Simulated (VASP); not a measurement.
# Rh (Fm-3m) in VASP: notebook

The runs below take Rh through single point, with LDA.

Everything below comes from runs of VASP 6.6.1. Logs are shortened: lines on timing, memory, paths and dates and some standing lists are left out, and cuts for length are marked.

## Step 1: The cell of the first run

It takes space group Fm-3m (No. 225, cubic). The conventional cell has a = 3.754 Å, b = 3.754 Å, c = 3.754 Å, α = 90.00°, β = 90.00°, γ = 90.00°. Within 3.5 Å of Rh (site symmetry m-3m) lie 12 Rh at 2.65 Å.

## Step 2: Single point, LDA

The input, INCAR:

```
SYSTEM = Rh
PREC = Accurate
ENCUT = 520
EDIFF = 1E-6
ISMEAR = 0
SIGMA = 0.1
LREAL = .FALSE.
LASPH = .TRUE.
NELM = 100
ALGO = Normal
ISIF = 2
LWAVE = .FALSE.
LCHARG = .FALSE.
NBANDS = 14
```

The input, KPOINTS:

```
regular mesh
0
G
  9 9 9
  0 0 0
```

The input, POSCAR:

```
Rh
1.0
    0.0000000000      1.8770793056      1.8770793056
    1.8770793056      0.0000000000      1.8770793056
    1.8770793056      1.8770793056      0.0000000000
Rh
1
Direct
    0.0000000000      0.0000000000      0.0000000000
```

Potentials or basis: VASP PAW LDA potentials, release 64 (Rh_pv).

Run with:

```console
$ cat potpaw_LDA.64/Rh_pv/POTCAR > POTCAR
$ mpirun -np 1 vasp_std > vasp.out
```

OUTCAR:

```text
SYSTEM = Rh
   PREC = Accurate
   ENCUT = 520
   EDIFF = 1E-6
   ISMEAR = 0
   LREAL = .FALSE.
   LASPH = .TRUE.
   NELM = 100
   ISIF = 2

 ion  position               nearest neighbor table
   1  0.000  0.000  0.000-

  LATTYP: Found a face centered cubic cell.
 ALAT       =     3.7541586112

  Lattice vectors:

 A1 = (   0.0000000000,   1.8770793056,   1.8770793056)
 A2 = (   1.8770793056,   0.0000000000,   1.8770793056)
 A3 = (   1.8770793056,   1.8770793056,   0.0000000000)

Analysis of symmetry for initial positions (statically):
=====================================================================
 Subroutine PRICEL returns:
 Original cell was already a primitive cell.

 Routine SETGRP: Setting up the symmetry group for a
 face centered cubic supercell.

 Subroutine GETGRP returns: Found 48 space group operations
 (whereof 48 operations were pure point group operations)
 out of a pool of 48 trial point group operations.

The static configuration has the point symmetry O_h .

Analysis of symmetry for dynamics (positions and initial velocities):
=====================================================================
 Subroutine PRICEL returns:
 Original cell was already a primitive cell.

 Routine SETGRP: Setting up the symmetry group for a
 face centered cubic supercell.

 Subroutine GETGRP returns: Found 48 space group operations
 (whereof 48 operations were pure point group operations)
 out of a pool of 48 trial point group operations.

The dynamic configuration has the point symmetry O_h .

 Subroutine INISYM returns: Found 48 space group operations
 (whereof 48 operations are pure point group operations),
 and found     1 'primitive' translations

----------------------------------------------------------------------------------------

                                     Primitive cell

  volume of cell :      13.2275

  direct lattice vectors                    reciprocal lattice vectors
     0.000000000  1.877079306  1.877079306    -0.266371271  0.266371271  0.266371271
     1.877079306  0.000000000  1.877079306     0.266371271 -0.266371271  0.266371271
     1.877079306  1.877079306  0.000000000     0.266371271  0.266371271 -0.266371271

  length of vectors
     2.654591012  2.654591012  2.654591012     0.461368575  0.461368575  0.461368575

  position of ions in fractional coordinates (direct lattice)
     0.000000000  0.000000000  0.000000000

  ion indices of the primitive-cell ions
   primitive index   ion index
                 1           1
[... 80 lines left out ...]
   POTIM  = 0.5000    time-step for ionic-motion
   TEBEG  =    0.0;   TEEND  =   0.0 temperature during run
   PSTRESS=    0.0 pullay stress
   NELECT =      15.0000    total number of electrons
   NUPDOWN=      -1.0000    fix difference up-down
   EMIN   =  10.00;   EMAX   =-10.00  energy-range for DOS
   EFERMI =   0.00;   METHOD = LEGACY
   ISMEAR =     0;   SIGMA  =   0.10  broadening in eV -4-tet -1-fermi 0-gaus
   EFERMI_NEDOS =   21; number of points for ismear=-14 and -15
   IALGO  =     38    algorithm
   IMIX   =      4    mixing-type and parameters
     AMIX     =   0.40;   BMIX     =  1.00
     AMIX_MAG =   1.60;   BMIX_MAG =  1.00
  volume/ion in A,a.u.               =      13.23        89.26
  Fermi-wavevector in a.u.,A,eV,Ry     =   1.707180  3.226102 39.653681  2.914463
  Thomas-Fermi vector in A             =   2.786080
   LORBIT       =      0    0 simple, 1 ext, 2 COOP (PROOUT), +10 PAW based schemes
   GGA     = CA    functional components
   LHFCALC =     F    Hartree Fock is set to
   AEXX    =    0.0000 exact exchange contribution
   IVDW    =     0    specifies the selected vdW correction
   LEPSILON=     F    determine dielectric tensor
   LRPA    =     F    only Hartree local field effects (RPA)
 non-spin polarized calculation
 Gauss-broadening in eV      SIGMA  =   0.10
  energy-cutoff  :      520.00
  volume of cell :       13.23
 maximum number of plane-waves:       365
   NGX =  9   NGY =  9   NGZ =  9

 number of electron      15.0000002 magnetization

 Free energy of the ion-electron system (eV)
  ---------------------------------------------------
  ext. energy  EPLUGINS =         0.00000000
  ---------------------------------------------------
  free energy    TOTEN  =        -8.68060832 eV

  energy without entropy =       -8.67542351  energy(sigma->0) =       -8.67801591

 E-fermi :  12.3631     XC(G=0): -14.6011

 val. band max:       12.2765467293   @ k =   0.3333   0.2222   0.0000
 cond. band min:      12.3632971851   @ k =  -0.3333   0.3333   0.0000
 fundamental gap:      0.0867504558
 Fermi energy:        12.3631213055

 k-point     1 :       0.0000    0.0000    0.0000
  band No.  band energies     occupation
      1     -33.8082      2.00000
      2     -33.8082      2.00000
      3     -33.8082      2.00000
      4       4.1243      2.00000
      5       9.1355      2.00000
      6       9.1355      2.00000
      7       9.1355      2.00000
      8      11.3786      2.00000
      9      11.3786      2.00000
     10      28.3625      0.00000
     11      32.6420      0.00000
     12      33.9731      0.00000
     13      33.9731      0.00000
     14      33.9731      0.00000
[... 377 lines left out ...]
      1     -34.5860      2.00000
      2     -34.1101      2.00000
      3     -34.1101      2.00000
      4       5.8052      2.00000
      5       6.1664      2.00000
      6      12.9708      0.00000
      7      13.2851      0.00000
      8      13.2851      0.00000
      9      15.0370      0.00000
     10      25.9633      0.00000
     11      26.2663      0.00000
     12      26.2663      0.00000
     13      32.6372      0.00000
     14      35.9213      0.00000

 [... further k-points ...]

------------------------ aborting loop because EDIFF is reached ----------------------------------------

  FORCE on cell =-STRESS in cart. coord.  units (eV):
  Direction    XX          YY          ZZ          XY          YZ          ZX
  --------------------------------------------------------------------------------------
  -------------------------------------------------------------------------------------
  Total        0.0712708      0.0712708      0.0712708     -0.0000000      0.0000000      0.0000000
  in kB        8.6326495      8.6326495      8.6326495     -0.0000000      0.0000000      0.0000000
  external PRESSURE =       8.6326495 kB  Pullay stress =       0.0000000 kB

 VOLUME and BASIS-vectors are now :
 -----------------------------------------------------------------------------
  energy-cutoff  :      520.00
  volume of cell :       13.23
      direct lattice vectors                 reciprocal lattice vectors
     0.000000000  1.877079306  1.877079306    -0.266371271  0.266371271  0.266371271
     1.877079306  0.000000000  1.877079306     0.266371271 -0.266371271  0.266371271
     1.877079306  1.877079306  0.000000000     0.266371271  0.266371271 -0.266371271

 POSITION                                       TOTAL-FORCE (eV/Angst)
 -----------------------------------------------------------------------------------
      0.00000      0.00000      0.00000         0.000000      0.000000      0.000000
 -----------------------------------------------------------------------------------
    total drift:                                0.000000     -0.000000      0.000000

  FREE ENERGIE OF THE ION-ELECTRON SYSTEM (eV)
  ---------------------------------------------------
  free  energy   TOTEN  =        -8.6806083176 eV

  energy  without entropy=       -8.6754235096  energy(sigma->0) =       -8.67801591
```

stdout:

```text
POSCAR found type information on POSCAR Rh
 POSCAR found :  1 types and       1 ions
 scaLAPACK will be used
 LDA part: xc-table for (Slater(with rela. corr.)+CA(PZ))
 , standard interpolation
 POSCAR, INCAR and KPOINTS ok, starting setup
 FFT: planning ... GRIDC
 FFT: planning ... GRID_SOFT
 FFT: planning ... GRID
 WAVECAR not read
 entering main loop
```

Wall time 2.6 s (1 thread of Intel Xeon 6975P-C (Granite Rapids), shared host); peak memory 0.11 GiB.

What came out:

- Free energy: -8.6806 eV
- Pressure: 0.9 GPa

## Step 3: Single point, LDA

This run uses another cell than the first one, of 13.14 Å³/atom, 0.994 times its volume.

The input, INCAR:

```
SYSTEM = Rh
ALGO = Normal
EDIFF = 1E-6
ENCUT = 520
GGA = CA
ISIF = 2
ISMEAR = 0
LASPH = .TRUE.
LCHARG = .TRUE.
LELF = .TRUE.
LREAL = .FALSE.
LVHAR = .TRUE.
LWAVE = .FALSE.
NBANDS = 14
NELM = 60
PREC = Accurate
SIGMA = 0.1
```

The input, KPOINTS:

```
k-points
0
G
  9 9 9
  0 0 0
```

The input, POSCAR:

```
Rh
1.0
    0.0000000000      1.8731347179      1.8731347179
    1.8731347179      0.0000000000      1.8731347179
    1.8731347179      1.8731347179      0.0000000000
Rh
1
Direct
    0.0000000000      0.0000000000      0.0000000000
```

Potentials or basis: VASP PAW LDA potentials, release 64 (Rh_pv).

Run with:

```console
$ cat potpaw_LDA.64/Rh_pv/POTCAR > POTCAR
$ mpirun -np 1 vasp_std > vasp.out
```

Wall time 2.7 s (1 thread of Intel Xeon 6975P-C (Granite Rapids), shared host); peak memory 0.11 GiB.

It converged, with:

| Item | Value |
| --- | --- |
| Free energy | -8.6796 eV |
| Pressure | 2.9 GPa |

Levels at points of the mesh, in eV from the Fermi level:
| k point | band 4 | band 5 | band 6 | band 7 | band 8 | band 9 | band 10 | band 11 | band 12 | band 13 |
| --- | --- | --- | --- | --- | --- | --- | --- | --- | --- | --- |
| (0.00, 0.00, 0.00) | -8.29 | -3.26 | -3.26 | -3.26 | -0.99 | -0.99 | 15.99 | 20.26 | 21.64 | 21.64 |

## Step 4: Single point, LDA

This run uses another cell than the first one, of 13.07 Å³/atom, 0.988 times its volume.

The input, INCAR:

```
  PREC = Accurate
  ENCUT = 520
  EDIFF = 1E-6
  ISMEAR = 0
  SIGMA = 0.1
  LREAL = F
  LASPH = T
  NELM = 100
  ALGO = Normal
  ISIF = 2
  LWAVE = F
  LCHARG = F
  GGA = CA
  NBANDS = 14
```

The input, KPOINTS:

```
regular mesh
0
Gamma
  9 9 9
```

The input, POSCAR:

```
Rh
1.0
    0.0000000000      1.8693918315      1.8693918315
    1.8693918315      0.0000000000      1.8693918315
    1.8693918315      1.8693918315      0.0000000000
Rh
1
Direct
    0.0000000000      0.0000000000      0.0000000000
```

Run with:

```console
$ cat potpaw_LDA.64/Rh_pv/POTCAR > POTCAR
$ mpirun -np 1 vasp_std > vasp.out
```

It took 2.7 s on 1 thread of Intel Xeon 6975P-C (Granite Rapids), shared host; peak memory 0.12 GiB.

The run converged. Its results:

* Free energy: -8.6776 eV
* Pressure: 4.9 GPa

Levels at points of the mesh, in eV from the Fermi level:
```tsv
k point	band 6	band 7	band 8	band 9	band 10	band 11
(0.00, 0.00, 0.00)	-3.29	-3.29	-1.00	-1.00	15.98	20.25
```

## Step 5: The runs side by side

| cell | gap on the mesh (eV) | pressure (GPa) |
| --- | --- | --- |
| a = 2.655 Å, angles 60.0°, 1 atom | none | 0.9 |
| a = 2.649 Å, angles 60.0°, 1 atom | none | 2.9 |
| a = 2.644 Å, angles 60.0°, 1 atom | none | 4.9 |

Alike in all rows: task single point; level LDA; potentials or basis VASP PAW LDA potentials, release 64 (Rh_pv); no spin polarisation; k mesh 9 × 9 × 9; cutoff (eV) 520; smearing gaussian 0.1 eV.

Absolute energies hang on the potentials; compare differences alone.
